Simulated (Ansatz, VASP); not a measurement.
## SnO in VASP and in Ansatz

```xyz
4
Lattice="3.7986 0.0000 0.0000 0.0000 3.7986 0.0000 0.0000 0.0000 4.8408" Properties=species:S:1:pos:R:3 pbc="T T T"
Sn    1.8993    0.0000    1.1468
Sn    0.0000    1.8993    3.6940
O     0.0000    0.0000    0.0000
O     1.8993    1.8993    0.0000
```

Alike in both runs: task single point; functional LDA; k mesh 6 × 6 × 6; no spin polarisation.

|  | VASP | Ansatz |
| --- | --- | --- |
| version | VASP 6.6.1 | Ansatz 0.2.0 |
| potentials or method | VASP PAW LDA potentials, release 64 (Sn_d, O) | plane waves, PAW |
| plane-wave cutoff (eV) | 520 | 420 |
| occupations | gaussian, width 0.01 eV | fixed |
| valence electrons in the cell | 40 | 40 |

VASP gave:

| Item | Value |
| --- | --- |
| pressure (GPa) | -1.9 |
| traceless stress, the component that is largest in VASP (GPa) | 0.17 |

What did Ansatz give for the same quantities?

Pressure (GPa): -2.3; traceless stress, the component that is largest in VASP (GPa): 0.16.

LDA's correlation is that of Perdew and Zunger in VASP and of Perdew and Wang (1992) in Ansatz.
